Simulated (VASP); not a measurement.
Runs of VASP 6.6.1 on As. The structure is that of space group R-3m (No. 166), or close to it. The cells are those of the table. 

```csv
level,cell,k mesh,cutoff (eV),smearing,gap on the mesh (eV),pressure (GPa),largest force (eV/Å)
PBE,"a = 4.106 Å, angles 54.5°, 2 atoms",2 × 2 × 1,500,methfessel-paxton 0.42 eV,(a),25.9,2.45
PBE,"a = 4.106 Å, angles 54.5°, 2 atoms",5 × 5 × 5,500,tetrahedron,0.14,3.5,0.09
PBE,"a = 4.106 Å, angles 54.5°, 2 atoms","2 × 2 × 2, shifted",500,gaussian 0.1 eV,1.46,10.6,0.65
PBE+D3(BJ),"a = 3.914 Å, angles 54.5°, 2 atoms",3 × 3 × 3,500,fermi-dirac 0.06 eV,1.00,18.6,0.91
BLYP,"a = 4.106 Å, angles 54.5°, 2 atoms",6 × 6 × 6,520,gaussian 0.1 eV,none,9.4,0.18
PBE,"a = 3.968 Å, angles 54.5°, 2 atoms",6 × 6 × 6,500,gaussian 0.1 eV,none,(b),1.03
PBE,"a = 3.994 Å, angles 54.5°, 2 atoms",4 × 4 × 4,500,gaussian 0.1 eV,0.02,12.5,(c)
PBE+D4,"a = 4.106 Å, angles 54.5°, 2 atoms","3 × 3 × 3, shifted",500,methfessel-paxton 0.1 eV,0.02,0.3,0.17
```

Alike in all rows: task single point; potentials or basis VASP PAW PBE potentials, release 64 (As); no spin polarisation.

Task: Fill in the values left out.

Result: (a) 0.17; (b) 14.3; (c) 0.54.

Caveats: some runs use coarse meshes; forces of over 1 eV/Å act on the atoms, so gaps and moduli don't describe the material at rest (some runs); the PAW data sets were made with another functional, which shifts forces and pressure a little (some runs).

A k mesh can miss the band edges, and the runs leave out spin-orbit coupling on As.

A gap of «none» marks levels without a gap at the run's occupations.
